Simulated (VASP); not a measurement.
# TiC (I4/mmm) in VASP: notebook

Runs on TiC. Level: PBEsol. Tasks: single point.

Program: VASP 6.6.1. These are calculated values, not measurements. Logs are shortened: lines on timing, memory, paths and dates and some standing lists are left out, and cuts for length are marked.

### 1 The cell of the first run

Symmetry: I4/mmm, No. 139, tetragonal system. The conventional cell has a = 3.152 Å, b = 3.152 Å, c = 4.198 Å, α = 90.00°, β = 90.00°, γ = 90.00°. Ti (site symmetry 4/mmm) has 6 C at 2.10 to 2.23 Å within 2.8 Å. C (site symmetry 4/mmm) has 6 Ti at 2.10 to 2.23 Å within 2.8 Å.

### 2 Single point, PBEsol (strain +0.030 along x and y, -0.030 along z)

INCAR reads:

```
PREC = Accurate ; ENCUT = 520
EDIFF = 1E-7 ; ISMEAR = 0
SIGMA = 0.15 ; LREAL = False
LASPH = True ; NELM = 80
ALGO = Normal ; ISIF = 2
LWAVE = False ; LCHARG = False
GGA = PS ; NBANDS = 15
```

KPOINTS reads:

```
regular mesh
0
Gamma
  18 18 18
```

POSCAR reads:

```
TiC
1.0
    0.0000000000      2.2289200000      2.0990800000
    2.2289200000      0.0000000000      2.0990800000
    2.2289200000      2.2289200000      0.0000000000
Ti C
1 1
Direct
    0.0000000000      0.0000000000      0.0000000000
    0.5000000000      0.5000000000      0.5000000000
```

Potentials or basis: VASP PAW PBE potentials, release 64 (Ti_sv, C).

Started as:

```
cat potpaw_PBE.64/Ti_sv/POTCAR potpaw_PBE.64/C/POTCAR > POTCAR
mpirun -np 1 vasp_std > vasp.out
```

OUTCAR:

```text
PREC = Accurate
   ENCUT = 520
   EDIFF = 1E-7
   ISMEAR = 0
   LREAL = False
   LASPH = True
   NELM = 80
   ISIF = 2
   GGA = PS

 ion  position               nearest neighbor table
   1  0.000  0.000  0.000-   2 2.10   2 2.10   2 2.23   2 2.23   2 2.23   2 2.23
   2  0.500  0.500  0.500-   1 2.10   1 2.10   1 2.23   1 2.23   1 2.23   1 2.23

  LATTYP: Found a body centered tetragonal cell.
 ALAT       =     3.1521688934
 C/A-ratio  =     1.3318321898

  Lattice vectors:

 A1 = (   0.0000000000,  -2.2289200000,  -2.0990800000)
 A2 = (   0.0000000000,   2.2289200000,  -2.0990800000)
 A3 = (   2.2289200000,   0.0000000000,   2.0990800000)

Analysis of symmetry for initial positions (statically):
=====================================================================
 Subroutine PRICEL returns:
 Original cell was already a primitive cell.

 Routine SETGRP: Setting up the symmetry group for a
 body centered tetragonal supercell.

 Subroutine GETGRP returns: Found 16 space group operations
 (whereof 16 operations were pure point group operations)
 out of a pool of 16 trial point group operations.

The static configuration has the point symmetry D_4h.

Analysis of symmetry for dynamics (positions and initial velocities):
=====================================================================
 Subroutine PRICEL returns:
 Original cell was already a primitive cell.

 Routine SETGRP: Setting up the symmetry group for a
 body centered tetragonal supercell.

 Subroutine GETGRP returns: Found 16 space group operations
 (whereof 16 operations were pure point group operations)
 out of a pool of 16 trial point group operations.

The dynamic configuration has the point symmetry D_4h.

 Subroutine INISYM returns: Found 16 space group operations
 (whereof 16 operations are pure point group operations),
 and found     1 'primitive' translations

----------------------------------------------------------------------------------------

                                     Primitive cell

  volume of cell :      20.8568

  direct lattice vectors                    reciprocal lattice vectors
     0.000000000  2.228920000  2.099080000    -0.224323888  0.224323888  0.238199592
     2.228920000  0.000000000  2.099080000     0.224323888 -0.224323888  0.238199592
     2.228920000  2.228920000  0.000000000     0.224323888  0.224323888 -0.238199592

  length of vectors
     3.061735000  3.061735000  3.152168893     0.396713321  0.396713321  0.396713321

  position of ions in fractional coordinates (direct lattice)
     0.000000000  0.000000000  0.000000000
     0.500000000  0.500000000  0.500000000

  ion indices of the primitive-cell ions
   primitive index   ion index
                 1           1
                 2           2

----------------------------------------------------------------------------------------

 KPOINTS: regular mesh

Automatic generation of k-mesh.
 Grid dimensions read from file:
 generate k-points for:   18   18   18

 Generating k-lattice:

  Cartesian coordinates                     Fractional coordinates (reciprocal lattice)
    -0.012462438  0.012462438  0.013233311     0.055555556 -0.000000000  0.000000000
     0.012462438 -0.012462438  0.013233311    -0.000000000  0.055555556  0.000000000
     0.012462438  0.012462438 -0.013233311     0.000000000  0.000000000  0.055555556

  Length of vectors
     0.022039629  0.022039629  0.022039629

  Shift w.r.t. Gamma in fractional coordinates (k-lattice)
     0.000000000  0.000000000  0.000000000

 Subroutine IBZKPT returns following result:
 ===========================================

 Found    480 irreducible k-points:

 Following reciprocal coordinates:
            Coordinates               Weight
  0.000000  0.000000  0.000000      1.000000
  0.055556 -0.000000  0.000000      8.000000
  0.111111 -0.000000  0.000000      8.000000
  0.166667 -0.000000  0.000000      8.000000
  0.222222 -0.000000  0.000000      8.000000
  0.277778 -0.000000  0.000000      8.000000
[... 16 lines left out ...]
 -0.277778  0.055556  0.000000      8.000000
 -0.222222  0.055556  0.000000      8.000000
 [... further k-points ...]
   k-points           NKPTS =    480   k-points in BZ     NKDIM =    480   number of bands    NBANDS=     15
   number of dos      NEDOS =    301   number of ions     NIONS =      2
   total plane-waves  NPLWV =  13824
   dimension x,y,z NGX =    24 NGY =   24 NGZ =   24
   dimension x,y,z NGXF=    48 NGYF=   48 NGZF=   48
   ions per type =               1   1
   NGX,Y,Z   is equivalent  to a cutoff of  13.03, 13.03, 12.66 a.u.
   NGXF,Y,Z  is equivalent  to a cutoff of  26.06, 26.06, 25.32 a.u.
 SYSTEM =  unknown system
   PREC   = accura    normal or accurate (medium, high low for compatibility)
   ISTART =      0    job   : 0-new  1-cont  2-samecut
   ICHARG =      2    charge: 1-file 2-atom 10-const
   ISPIN  =      1    spin polarized calculation?
   LNONCOLLINEAR =      F non collinear calculations
   LSORBIT =      F    spin-orbit coupling
   LASPH  =      T    aspherical Exc in radial PAW
   ENCUT  =  520.0 eV  38.22 Ry    6.18 a.u.   5.69  5.69  5.86*2*pi/ulx,y,z
   NELM   =     80;   NELMIN=  2; NELMDL= -5     # of ELM steps
   EDIFF  = 0.1E-06   stopping-criterion for ELM
   LREAL  =      F    real-space projection
   EDIFFG = 0.1E-05   stopping-criterion for IOM
   NSW    =      0    number of steps for IOM
   IBRION =     -1    ionic relax: 0-MD 1-quasi-New 2-CG
   NFREE  =      0    steps in history (QN), initial steepest desc. (CG)
   ISIF   =      2    stress and relaxation
   ISYM   =      2    0-nonsym 1-usesym 2-fastsym
   POTIM  = 0.5000    time-step for ionic-motion
   TEBEG  =    0.0;   TEEND  =   0.0 temperature during run
   PSTRESS=    0.0 pullay stress
   NELECT =      16.0000    total number of electrons
   NUPDOWN=      -1.0000    fix difference up-down
   EMIN   =  10.00;   EMAX   =-10.00  energy-range for DOS
   EFERMI =   0.00;   METHOD = LEGACY
   ISMEAR =     0;   SIGMA  =   0.15  broadening in eV -4-tet -1-fermi 0-gaus
   EFERMI_NEDOS =   21; number of points for ismear=-14 and -15
   IALGO  =     38    algorithm
   IMIX   =      4    mixing-type and parameters
     AMIX     =   0.40;   BMIX     =  1.00
     AMIX_MAG =   1.60;   BMIX_MAG =  1.00
  volume/ion in A,a.u.               =      10.43        70.37
  Fermi-wavevector in a.u.,A,eV,Ry     =   1.498645  2.832029 30.557836  2.245938
  Thomas-Fermi vector in A             =   2.610377
   LORBIT       =      0    0 simple, 1 ext, 2 COOP (PROOUT), +10 PAW based schemes
   GGA     = PS    functional components
   LHFCALC =     F    Hartree Fock is set to
   AEXX    =    0.0000 exact exchange contribution
   IVDW    =     0    specifies the selected vdW correction
   LEPSILON=     F    determine dielectric tensor
   LRPA    =     F    only Hartree local field effects (RPA)
 non-spin polarized calculation
 Gauss-broadening in eV      SIGMA  =   0.15
  energy-cutoff  :      520.00
  volume of cell :       20.86
 maximum number of plane-waves:       576
   NGX = 11   NGY = 11   NGZ = 11

 number of electron      15.9999998 magnetization

 Free energy of the ion-electron system (eV)
  ---------------------------------------------------
  ext. energy  EPLUGINS =         0.00000000
  ---------------------------------------------------
  free energy    TOTEN  =       -19.70470818 eV

  energy without entropy =      -19.70131711  energy(sigma->0) =      -19.70301264

 E-fermi :   9.0034     XC(G=0): -12.7176

 val. band max:        8.9972130380   @ k =   0.1667   0.0000   0.1667
 cond. band min:       9.0119043570   @ k =  -0.0556   0.0000   0.0556
 fundamental gap:      0.0146913190
 Fermi energy:         9.0033974025

 k-point     1 :       0.0000    0.0000    0.0000
  band No.  band energies     occupation
      1     -47.3947      2.00000
      2     -23.5614      2.00000
      3     -23.5614      2.00000
      4     -23.4877      2.00000
      5      -3.2503      2.00000
      6       9.5276      0.00000
      7       9.5276      0.00000
      8       9.9435      0.00000
      9      10.4527      0.00000
     10      10.5973      0.00000
     11      10.5973      0.00000
     12      10.7961      0.00000
     13      10.8131      0.00000
     14      19.1923      0.00000
     15      22.8580      0.00000

 k-point     2 :       0.0556   -0.0000    0.0000
  band No.  band energies     occupation
      1     -47.3927      2.00000
      2     -23.5711      2.00000
      3     -23.5634      2.00000
      4     -23.4932      2.00000
      5      -3.1817      2.00000
      6       9.2583      0.01625
      7       9.3694      0.00056
      8       9.6970      0.00000
      9       9.9447      0.00000
     10      10.1224      0.00000
     11      10.8651      0.00000
     12      11.3651      0.00000
     13      11.6688      0.00000
     14      19.3204      0.00000
     15      22.8796      0.00000

 k-point     3 :       0.1111   -0.0000    0.0000
  band No.  band energies     occupation
      1     -47.3869      2.00000
      2     -23.6038      2.00000
      3     -23.5692      2.00000
      4     -23.5041      2.00000
      5      -2.9793      2.00000
      6       8.5582      1.99997
      7       8.7620      1.97713
      8       9.0169      0.89860
      9       9.9609      0.00000
     10      10.1212      0.00000
     11      11.1384      0.00000
     12      12.2537      0.00000
     13      12.6152      0.00000
     14      19.6474      0.00000
     15      22.8835      0.00000

 k-point     4 :       0.1667   -0.0000    0.0000
  band No.  band energies     occupation
      1     -47.3781      2.00000
      2     -23.6609      2.00000
      3     -23.5781      2.00000
      4     -23.5132      2.00000
      5      -2.6527      2.00000
      6       7.6900      2.00000
      7       8.1041      2.00000
      8       8.3211      2.00000
      9      10.1934      0.00000
     10      10.3077      0.00000
     11      11.3827      0.00000
     12      13.1501      0.00000
     13      13.5730      0.00000
     14      19.9891      0.00000
     15      22.8103      0.00000
[... 307 lines left out ...]
 k-point    22 :      -0.3333    0.0556    0.0000
  band No.  band energies     occupation
      1     -47.3408      2.00000
      2     -23.9025      2.00000
      3     -23.6106      2.00000
      4     -23.5463      2.00000
      5      -0.9605      2.00000
      6       4.6973      2.00000
      7       6.4938      2.00000
      8       6.7788      2.00000
      9      11.2181      0.00000
     10      11.4046      0.00000
     11      12.3112      0.00000
     12      15.9371      0.00000
     13      16.0028      0.00000
     14      18.5129      0.00000
     15      24.1712      0.00000

 k-point    23 :      -0.2778    0.0556    0.0000
  band No.  band energies     occupation
      1     -47.3512      2.00000
      2     -23.8344      2.00000
      3     -23.5991      2.00000
      4     -23.5415      2.00000
      5      -1.5302      2.00000
      6       5.5299      2.00000
      7       6.8263      2.00000
      8       7.1909      2.00000
      9      10.8108      0.00000
     10      11.1523      0.00000
     11      12.0181      0.00000
     12      15.1687      0.00000
     13      15.4233      0.00000
     14      19.3155      0.00000
     15      23.5376      0.00000

 k-point    24 :      -0.2222    0.0556    0.0000
  band No.  band energies     occupation
      1     -47.3627      2.00000
      2     -23.7596      2.00000
      3     -23.5873      2.00000
      4     -23.5340      2.00000
      5      -2.0568      2.00000
      6       6.4124      2.00000
      7       7.2635      2.00000
      8       7.6827      2.00000
      9      10.4140      0.00000
     10      10.8911      0.00000
     11      11.7662      0.00000
     12      14.3209      0.00000
     13      14.6960      0.00000
     14      19.9227      0.00000
     15      23.0457      0.00000

 [... further k-points ...]

------------------------ aborting loop because EDIFF is reached ----------------------------------------

  FORCE on cell =-STRESS in cart. coord.  units (eV):
  Direction    XX          YY          ZZ          XY          YZ          ZX
  --------------------------------------------------------------------------------------
  -------------------------------------------------------------------------------------
  Total       -2.3941203     -2.3941203      0.5783885      0.0000000      0.0000000      0.0000000
  in kB     -183.9113792   -183.9113792     44.4306097      0.0000000      0.0000000      0.0000000
  external PRESSURE =    -107.7973829 kB  Pullay stress =       0.0000000 kB

 VOLUME and BASIS-vectors are now :
 -----------------------------------------------------------------------------
  energy-cutoff  :      520.00
  volume of cell :       20.86
      direct lattice vectors                 reciprocal lattice vectors
     0.000000000  2.228920000  2.099080000    -0.224323888  0.224323888  0.238199592
     2.228920000  0.000000000  2.099080000     0.224323888 -0.224323888  0.238199592
     2.228920000  2.228920000  0.000000000     0.224323888  0.224323888 -0.238199592

 POSITION                                       TOTAL-FORCE (eV/Angst)
 -----------------------------------------------------------------------------------
      0.00000      0.00000      0.00000         0.000000      0.000000      0.000000
      2.22892      2.22892      2.09908         0.000000      0.000000      0.000000
 -----------------------------------------------------------------------------------
    total drift:                                0.000000     -0.000000     -0.000000

  FREE ENERGIE OF THE ION-ELECTRON SYSTEM (eV)
  ---------------------------------------------------
  free  energy   TOTEN  =       -19.7047081818 eV

  energy  without entropy=      -19.7013171072  energy(sigma->0) =      -19.70301264
```

It took 99 s on 1 thread of AMD EPYC 9R45 (Zen 5), shared host; peak memory 0.23 GiB.

What came out:

- Free energy: -19.7047 eV
- Pressure: -10.8 GPa
- Band gap on the k mesh: zero (band 8 reaches 9.94 eV, above the bottom of band 9 at 8.26 eV)

Levels at points of the mesh, in eV from the Fermi level:
| k point | band 5 | band 6 | band 7 | band 8 | band 9 | band 10 | band 11 | band 12 |
| --- | --- | --- | --- | --- | --- | --- | --- | --- |
| (0.00, 0.00, 0.00) | -12.25 | 0.52 | 0.52 | 0.94 | 1.45 | 1.59 | 1.59 | 1.79 |
| (0.50, 0.00, 0.00) | -8.83 | -5.76 | -2.89 | -2.81 | 2.68 | 2.97 | 4.01 | 7.56 |
| (0.50, 0.50, 0.00) | -9.90 | -2.98 | -1.67 | -0.34 | -0.34 | 2.66 | 3.41 | 3.41 |
| (0.50, 0.00, 0.50) | -10.02 | -3.62 | -1.55 | 0.09 | 0.14 | 2.59 | 3.21 | 3.54 |

Caveat: the cell differs from its parent crystal (strain +0.030 along x and y, -0.030 along z); the PAW data sets were made with another functional, which shifts forces and pressure a little.

### 3 Single point, PBEsol (strain +0.030 along x and y, -0.015 along z)

INCAR reads:

```
  PREC = Accurate
  ENCUT = 520
  EDIFF = 1E-6
  ISMEAR = 0
  SIGMA = 0.15
  LREAL = F
  LASPH = T
  NELM = 100
  ALGO = Normal
  ISIF = 2
  LWAVE = F
  LCHARG = F
  GGA = PS
  NBANDS = 15
```

KPOINTS reads:

```
Automatic mesh
0
Gamma
  18 18 18
```

POSCAR reads:

```
TiC
1.0
    0.0000000000      2.2289200000      2.1315400000
    2.2289200000      0.0000000000      2.1315400000
    2.2289200000      2.2289200000      0.0000000000
Ti C
1 1
Direct
    0.0000000000      0.0000000000      0.0000000000
    0.5000000000      0.5000000000      0.5000000000
```

Potentials or basis: VASP PAW PBE potentials, release 64 (Ti_sv, C).

Started as:

```
cat potpaw_PBE.64/Ti_sv/POTCAR potpaw_PBE.64/C/POTCAR > POTCAR
mpirun -np 1 vasp_std > vasp.out
```

Run time: 98 s. Hardware: 1 thread of AMD EPYC 9R45 (Zen 5), shared host; peak memory 0.23 GiB.

The run converged. Its results:

- Free energy: -19.7045 eV
- Pressure: -14.7 GPa
- Band gap on the k mesh: zero (band 8 reaches 9.68 eV, above the bottom of band 9 at 8.13 eV)

Stress tensor (GPa, compression positive):
```
-19.83   0.00   0.00
  0.00 -19.83   0.00
  0.00   0.00  -4.54
```

Levels at points of the mesh, in eV from the Fermi level:
```csv
k point,band 4,band 5,band 6,band 7,band 8,band 9,band 10,band 11,band 12,band 13
"(0.00, 0.00, 0.00)",-32.55,-12.18,0.55,0.55,0.86,1.48,1.60,1.60,1.75,1.75
"(0.50, 0.00, 0.00)",-32.60,-8.84,-5.69,-2.82,-2.75,2.66,2.86,3.90,7.52,7.89
"(0.50, 0.50, 0.00)",-32.78,-9.85,-3.09,-1.60,-0.27,-0.27,2.60,3.34,3.34,5.76
"(0.50, 0.00, 0.50)",-32.71,-9.94,-3.55,-1.52,0.05,0.07,2.56,3.18,3.43,5.37
```

Caveat: the cell differs from its parent crystal (strain +0.030 along x and y, -0.015 along z); the PAW data sets were made with another functional, which shifts forces and pressure a little.
